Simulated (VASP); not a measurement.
Here is a VASP 6.6.1 calculation.

The input INCAR:

```
PREC = Accurate
ENCUT = 520
EDIFF = 1E-6
ISMEAR = -1
SIGMA = 0.08
LREAL = F
LASPH = T
NELM = 80
ALGO = Normal
ISIF = 2
LWAVE = F
LCHARG = T
GGA = PE
LELF = T
LVHAR = T
NBANDS = 25
```

The input KPOINTS:

```
regular mesh
0
Gamma
  7 7 10
```

POSCAR

```
Cd
1.0
    4.2263310794      0.0000000000      0.0000000000
   -2.1131655397      3.6601100796      0.0000000000
    0.0000000000      0.0000000000      2.5225718203
Cd
3
Direct
    0.0000000000      0.0000000000      0.0000000000
    0.3333333333      0.6666666667      0.5000000000
    0.6666666667      0.3333333333      0.5000000000
```

Potentials or basis: VASP PAW PBE potentials, release 64 (Cd).

Run with:

```sh
$ cat potpaw_PBE.64/Cd/POTCAR > POTCAR
$ mpirun -np 1 vasp_std > vasp.out
```

(1) What does it give for the band gap on the k mesh?

(2) Predict the pressure.

Results:

(1) zero (band 18 reaches 12.35 eV, above the bottom of band 19 at 8.24 eV).

(2) 128.4 GPa.
